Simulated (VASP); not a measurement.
# HfO2 (Fm-3m) in VASP: notebook

The runs below take HfO2 through single point, with LDA, revPBE+D3(BJ).

Everything below comes from runs of VASP 6.6.1. Logs are shortened: lines on timing, memory, paths and dates and some standing lists are left out, and cuts for length are marked.

### 1 The cell of the first run

The structure is cubic, space group Fm-3m (No. 225). The conventional cell has a = 5.115 Å, b = 5.115 Å, c = 5.115 Å, α = 90.00°, β = 90.00°, γ = 90.00°. Within 2.9 Å of Hf (site symmetry m-3m) lie 8 O at 2.21 Å. Within 2.9 Å of O (site symmetry -43m) lie 4 Hf at 2.21 Å and 6 O at 2.56 Å.

### 2 Single point, LDA

INCAR reads:

```
SYSTEM = HfO2
PREC     = Accurate       ! precision mode
ENCUT    = 600            ! plane-wave cutoff, eV
EDIFF    = 1E-6           ! SCF threshold, eV
ISMEAR   = 0              ! smearing method
SIGMA    = 0.05           ! smearing width, eV
LREAL    = .False.        ! projectors in reciprocal space
LASPH    = .True.         ! aspherical terms in the spheres
NELM     = 120            ! most SCF steps
ALGO     = Normal         ! electronic algorithm
ISIF     = 2              ! what is computed and relaxed
LWAVE    = .False.        ! write WAVECAR
LCHARG   = .True.         ! write CHGCAR
GGA      = CA             ! functional
LELF     = .True.         ! ELF
LVHAR    = .True.       
NBANDS   = 18             ! bands
GGA_COMPAT= .False.
```

KPOINTS reads:

```
regular mesh
0
Gamma
  8 8 8
  0 0 0
```

POSCAR reads:

```
HfO2
1.0
    0.0000000000      2.5575019374      2.5575019374
    2.5575019374      0.0000000000      2.5575019374
    2.5575019374      2.5575019374      0.0000000000
Hf O
1 2
Direct
    0.0000000000      0.0000000000      0.0000000000
    0.2500000000      0.2500000000      0.2500000000
    0.7500000000      0.7500000000      0.7500000000
```

Potentials or basis: VASP PAW LDA potentials, release 64 (Hf_pv, O).

On the command line:

```sh
$ cat potpaw_LDA.64/Hf_pv/POTCAR potpaw_LDA.64/O/POTCAR > POTCAR
$ mpirun -np 1 vasp_std > vasp.out
```

OUTCAR:

```text
SYSTEM = HfO2
   PREC = Accurate
   ENCUT = 600
   EDIFF = 1E-6
   ISMEAR = 0
   LREAL = .False.
   LASPH = .True.
   NELM = 120
   ISIF = 2
   GGA = CA

 ion  position               nearest neighbor table
   1  0.000  0.000  0.000-   2 2.21   3 2.21   3 2.21   3 2.21   3 2.21   2 2.21   2 2.21   2 2.21

   2  0.250  0.250  0.250-   1 2.21   1 2.21   1 2.21   1 2.21
   3  0.750  0.750  0.750-   1 2.21   1 2.21   1 2.21   1 2.21

  LATTYP: Found a face centered cubic cell.
 ALAT       =     5.1150038748

  Lattice vectors:

 A1 = (   0.0000000000,   2.5575019374,   2.5575019374)
 A2 = (   2.5575019374,   0.0000000000,   2.5575019374)
 A3 = (   2.5575019374,   2.5575019374,   0.0000000000)

Analysis of symmetry for initial positions (statically):
=====================================================================
 Subroutine PRICEL returns:
 Original cell was already a primitive cell.

 Routine SETGRP: Setting up the symmetry group for a
 face centered cubic supercell.

 Subroutine GETGRP returns: Found 48 space group operations
 (whereof 48 operations were pure point group operations)
 out of a pool of 48 trial point group operations.

The static configuration has the point symmetry O_h .

Analysis of symmetry for dynamics (positions and initial velocities):
=====================================================================
 Subroutine PRICEL returns:
 Original cell was already a primitive cell.

 Routine SETGRP: Setting up the symmetry group for a
 face centered cubic supercell.

 Subroutine GETGRP returns: Found 48 space group operations
 (whereof 48 operations were pure point group operations)
 out of a pool of 48 trial point group operations.

The dynamic configuration has the point symmetry O_h .

 Subroutine INISYM returns: Found 48 space group operations
 (whereof 48 operations are pure point group operations),
 and found     1 'primitive' translations

----------------------------------------------------------------------------------------

                                     Primitive cell

  volume of cell :      33.4563

  direct lattice vectors                    reciprocal lattice vectors
     0.000000000  2.557501937  2.557501937    -0.195503273  0.195503273  0.195503273
     2.557501937  0.000000000  2.557501937     0.195503273 -0.195503273  0.195503273
     2.557501937  2.557501937  0.000000000     0.195503273  0.195503273 -0.195503273

[... 77 lines left out ...]
   ISTART =      0    job   : 0-new  1-cont  2-samecut
   ICHARG =      2    charge: 1-file 2-atom 10-const
   ISPIN  =      1    spin polarized calculation?
   LNONCOLLINEAR =      F non collinear calculations
   LSORBIT =      F    spin-orbit coupling
   LASPH  =      T    aspherical Exc in radial PAW
   ENCUT  =  600.0 eV  44.10 Ry    6.64 a.u.   7.22  7.22  7.22*2*pi/ulx,y,z
   NELM   =    120;   NELMIN=  2; NELMDL= -5     # of ELM steps
   EDIFF  = 0.1E-05   stopping-criterion for ELM
   LREAL  =      F    real-space projection
[... 7 lines left out ...]
   TEBEG  =    0.0;   TEEND  =   0.0 temperature during run
   PSTRESS=    0.0 pullay stress
   NELECT =      22.0000    total number of electrons
   NUPDOWN=      -1.0000    fix difference up-down
   EMIN   =  10.00;   EMAX   =-10.00  energy-range for DOS
   EFERMI =   0.00;   METHOD = LEGACY
   ISMEAR =     0;   SIGMA  =   0.05  broadening in eV -4-tet -1-fermi 0-gaus
   EFERMI_NEDOS =   21; number of points for ismear=-14 and -15
   IALGO  =     38    algorithm
   IMIX   =      4    mixing-type and parameters
     AMIX     =   0.40;   BMIX     =  1.00
     AMIX_MAG =   1.60;   BMIX_MAG =  1.00
  volume/ion in A,a.u.               =      11.15        75.26
  Fermi-wavevector in a.u.,A,eV,Ry     =   1.423606  2.690225 27.574295  2.026654
  Thomas-Fermi vector in A             =   2.544185
   LORBIT       =      0    0 simple, 1 ext, 2 COOP (PROOUT), +10 PAW based schemes
   GGA     = CA    functional components
   LHFCALC =     F    Hartree Fock is set to
   AEXX    =    0.0000 exact exchange contribution
   IVDW    =     0    specifies the selected vdW correction
   LEPSILON=     F    determine dielectric tensor
   LRPA    =     F    only Hartree local field effects (RPA)
 non-spin polarized calculation
 Gauss-broadening in eV      SIGMA  =   0.05
  energy-cutoff  :      600.00
  volume of cell :       33.46
 maximum number of plane-waves:      1139
 NGX is ok and might be reduce to    30
   NGX = 15   NGY = 15   NGZ = 15

 number of electron      21.9999993 magnetization

 Free energy of the ion-electron system (eV)
  ---------------------------------------------------
  ext. energy  EPLUGINS =         0.00000000
  ---------------------------------------------------
  free energy    TOTEN  =       -32.91609376 eV

  energy without entropy =      -32.91609376  energy(sigma->0) =      -32.91609376

 E-fermi :   4.0609     XC(G=0): -12.1747

 val. band max:        3.8210505328   @ k =   0.5000   0.5000   0.0000
 cond. band min:       7.3467245356   @ k =   0.5000   0.5000   0.0000
 fundamental gap:      3.5256740028
 Fermi energy:         4.0608989612

 k-point     1 :       0.0000    0.0000    0.0000
  band No.  band energies     occupation
      1     -25.7892      2.00000
      2     -25.7892      2.00000
      3     -25.7892      2.00000
      4     -14.4860      2.00000
      5     -11.4600      2.00000
      6      -1.4240      2.00000
[... 481 lines left out ...]
      5     -12.3756      2.00000
      6      -0.9516      2.00000
[... 10 lines left out ...]
     17      14.4070      0.00000
     18      16.1424      0.00000

 [... further k-points ...]

------------------------ aborting loop because EDIFF is reached ----------------------------------------

  FORCE on cell =-STRESS in cart. coord.  units (eV):
  Direction    XX          YY          ZZ          XY          YZ          ZX
  --------------------------------------------------------------------------------------
  -------------------------------------------------------------------------------------
  Total       -4.0872997     -4.0872997     -4.0872997      0.0000000      0.0000000     -0.0000000
  in kB     -195.7352996   -195.7352996   -195.7352996      0.0000000      0.0000000     -0.0000000
  external PRESSURE =    -195.7352996 kB  Pullay stress =       0.0000000 kB

 VOLUME and BASIS-vectors are now :
 -----------------------------------------------------------------------------
  energy-cutoff  :      600.00
  volume of cell :       33.46
      direct lattice vectors                 reciprocal lattice vectors
     0.000000000  2.557501937  2.557501937    -0.195503273  0.195503273  0.195503273
     2.557501937  0.000000000  2.557501937     0.195503273 -0.195503273  0.195503273
     2.557501937  2.557501937  0.000000000     0.195503273  0.195503273 -0.195503273

 POSITION                                       TOTAL-FORCE (eV/Angst)
 -----------------------------------------------------------------------------------
      0.00000      0.00000      0.00000        -0.000000      0.000000     -0.000000
      1.27875      1.27875      1.27875        -0.000000      0.000000     -0.000000
      3.83625      3.83625      3.83625         0.000000     -0.000000      0.000000
 -----------------------------------------------------------------------------------
    total drift:                                0.000000     -0.000000      0.000000

  FREE ENERGIE OF THE ION-ELECTRON SYSTEM (eV)
  ---------------------------------------------------
  free  energy   TOTEN  =       -32.9160937552 eV

  energy  without entropy=      -32.9160937552  energy(sigma->0) =      -32.91609376
```

OSZICAR:

```text
N       E                     dE             d eps       ncg     rms          rms(c)
DAV:   1     0.978474242529E+02    0.97847E+02   -0.13756E+04  1044   0.136E+03
DAV:   2    -0.342087585709E+02   -0.13206E+03   -0.12789E+03  1372   0.303E+02
DAV:   3    -0.385925494006E+02   -0.43838E+01   -0.43700E+01  1220   0.485E+01
DAV:   4    -0.386165366127E+02   -0.23987E-01   -0.23982E-01  1294   0.400E+00
DAV:   5    -0.386166783683E+02   -0.14176E-03   -0.14175E-03  1174   0.296E-01    0.467E+01
DAV:   6    -0.331828645450E+02    0.54338E+01   -0.20469E+01  1066   0.315E+01    0.412E+01
DAV:   7    -0.329986060983E+02    0.18426E+00   -0.76469E-01  1188   0.706E+00    0.290E+01
DAV:   8    -0.329462005461E+02    0.52406E-01   -0.39926E-01  1150   0.534E+00    0.993E+00
DAV:   9    -0.329164527664E+02    0.29748E-01   -0.81657E-02  1120   0.237E+00    0.293E+00
DAV:  10    -0.329161081473E+02    0.34462E-03   -0.21814E-03  1228   0.343E-01    0.460E-01
DAV:  11    -0.329160926607E+02    0.15487E-04   -0.15010E-04  1188   0.103E-01    0.653E-02
DAV:  12    -0.329160937026E+02   -0.10420E-05   -0.29462E-06  1322   0.130E-02    0.215E-02
DAV:  13    -0.329160937552E+02   -0.52529E-07   -0.15274E-07   680   0.307E-03
   1 F= -.32916094E+02 E0= -.32916094E+02  d E =-.167778E-13
```

It took 34 s on 1 thread of Intel Xeon 8259CL, shared host; peak memory 0.16 GiB.

What came out:

- Free energy: -32.9161 eV
- Pressure: -19.6 GPa
- Band gap on the k mesh: 3.53 eV

Levels at points of the mesh, in eV from the valence-band top:
```csv
k point,band 8,band 9,band 10,band 11,band 12,band 13,band 14,band 15
"(0.00, 0.00, 0.00)",-5.25,-0.60,-0.60,-0.60,3.62,3.62,5.48,10.04
"(0.50, 0.00, 0.00)",-3.03,-2.70,-1.81,-1.81,4.33,4.33,6.69,8.71
"(0.50, 0.50, 0.00)",-3.42,-1.51,-1.51,0.00,3.53,5.19,6.35,7.85
```

Caveat: the cell stands under tension; spin-orbit coupling is left out, which moves the levels of the heavy elements.

### 3 Single point, revPBE+D3(BJ)

INCAR reads:

```
  PREC = Accurate
  ENCUT = 600
  EDIFF = 1E-6
  ISMEAR = 0
  SIGMA = 0.05
  LREAL = F
  LASPH = T
  NELM = 120
  ALGO = Normal
  ISIF = 2
  LWAVE = F
  LCHARG = F
  GGA = RE
  IVDW = 12
  NBANDS = 18
  GGA_COMPAT = F
```

KPOINTS reads:

```
Automatic mesh
0
Gamma
  8 8 8
```

POSCAR is that of step 2.

Potentials or basis: VASP PAW PBE potentials, release 64 (Hf_pv, O).

On the command line:

```sh
$ cat potpaw_PBE.64/Hf_pv/POTCAR potpaw_PBE.64/O/POTCAR > POTCAR
$ mpirun -np 1 vasp_std > vasp.out
```

Run time: 39 s. Hardware: 1 thread of Intel Xeon 8259CL, shared host; peak memory 0.19 GiB.

Results (log left out):

| Quantity | Value |
| --- | --- |
| Free energy | -30.4072 eV |
| Pressure | -9.5 GPa |
| Band gap on the k mesh | 3.81 eV |
| Dispersion energy per atom | -0.437 eV |

Levels at points of the mesh, in eV from the valence-band top:
```csv
k point,band 9,band 10,band 11,band 12,band 13,band 14
"(0.00, 0.00, 0.00)",-0.59,-0.59,-0.59,3.87,3.87,5.74
"(0.50, 0.00, 0.00)",-2.65,-1.80,-1.80,4.56,4.56,6.74
"(0.50, 0.50, 0.00)",-1.48,-1.48,0.00,3.81,5.41,6.40
```

Caveat: the cell stands under tension; the PAW data sets were made with another functional, which shifts forces and pressure a little; spin-orbit coupling is left out, which moves the levels of the heavy elements.
